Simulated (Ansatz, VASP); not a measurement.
## Two plane-wave programs on Bi2Te3

INCAR

```
PREC = Accurate ; ENCUT = 400
EDIFF = 1E-6 ; ISMEAR = 0
SIGMA = 0.05 ; LREAL = F
LASPH = T ; NELM = 120
ALGO = Normal ; ISIF = 2
LWAVE = F ; LCHARG = T
LDIPOL = T ; IDIPOL = 3
DIPOL = 0.5 0.5 0.500 ; GGA = PE
IVDW = 12 ; LELF = T
LVHAR = T ; LVACPOTAV = T
NBANDS = 32 ; GGA_COMPAT = F
NELMDL = -8
```

The input KPOINTS:

```
Automatic mesh
0
Gamma
  21 21 1
```

The input POSCAR:

```
Bi2Te3
1.0
    4.3510815614      0.0000000000      0.0000000000
   -2.1755407807      3.7681471661      0.0000000000
    0.0000000000      0.0000000000     25.5819381340
Te Bi
3 2
Direct
    0.0000000000      0.0000000000      0.3518107171
    0.6666666667      0.3333333333      0.4999998125
    0.3333333333      0.6666666667      0.6481892829
    0.3333333333      0.6666666667      0.4198643859
    0.0000000000      0.0000000000      0.5801359373
```

Input for Ansatz:

```yaml
crystal:
  lattice:
    - [4.3510815614, 0.0, 0.0]
    - [-2.1755407807, 3.7681471661, 0.0]
    - [0.0, 0.0, 25.581938134]
  atoms:
    - { symbol: Te, position: [0.0, 0.0, 0.3518107171] }
    - { symbol: Bi, position: [0.3333333333, 0.6666666667, 0.4198643859] }
    - { symbol: Te, position: [0.6666666667, 0.3333333333, 0.4999998125] }
    - { symbol: Bi, position: [0.0, 0.0, 0.5801359373] }
    - { symbol: Te, position: [0.3333333333, 0.6666666667, 0.6481892829] }
basis:
  ecutwfc: 420.0
  fft_grid_basis: typed
kpoints:
  mp_grid: { grid: [21, 21, 1] }
hamiltonian:
  xc: pbe
  dispersion: d3bj
  pseudopotentials: { kind: paw }
scf:
  occupations: { method: gaussian, width: 0.05 }
output:
  forces: true
  eigenvalues: true
  band_densities:
    - { e_range: [-2.55, -1.75] }
    - { e_range: [-1.75, -1.15] }
    - { e_range: [-1.15, -0.8] }
    - { e_range: [-0.8, 0.0] }
    - { e_range: [0.0, 0.8] }
    - { e_range: [0.8, 1.15] }
    - { e_range: [1.15, 1.75] }
    - { e_range: [1.75, 2.35] }
  band_residual_tolerance: 1.0e-05
  write_potential: true
  elf: true
  write_density: true
  volumetric_format: npy
efield:
  axis: 3
  dipole_correction: true
  ramp_width: 0.04
checkpoint:
  read: start.run
  write: ck
  compress: false
  write_wavefunctions: false
  write_every: 100000
```

Alike in both runs: task single point; functional PBE; dispersion D3(BJ); k mesh 21 × 21 × 1; occupations gaussian, width 0.05 eV; no spin polarisation.

|  | VASP | Ansatz |
| --- | --- | --- |
| version | VASP 6.6.1 | Ansatz 0.2.0 |
| potentials or method | VASP PAW PBE potentials, release 64 (Te, Bi_d), cutoff 400 eV | scalar-relativistic, plane waves, PAW |
| valence electrons in the cell | 48 | 78 |

```tsv
	VASP	Ansatz	Ansatz less VASP
gap on the k mesh at the Fermi level (eV)	1.06	1.07	+0.010
rms of the force components (eV/Å)	0.002	0.004	+0.0019
```

VASP's potentials hold 48 valence electrons a cell and Ansatz's 78, so a difference there can come from the potentials and not from the codes. Ansatz's warnings: xc potential rough in thin density.

Spin-orbit coupling is off throughout.
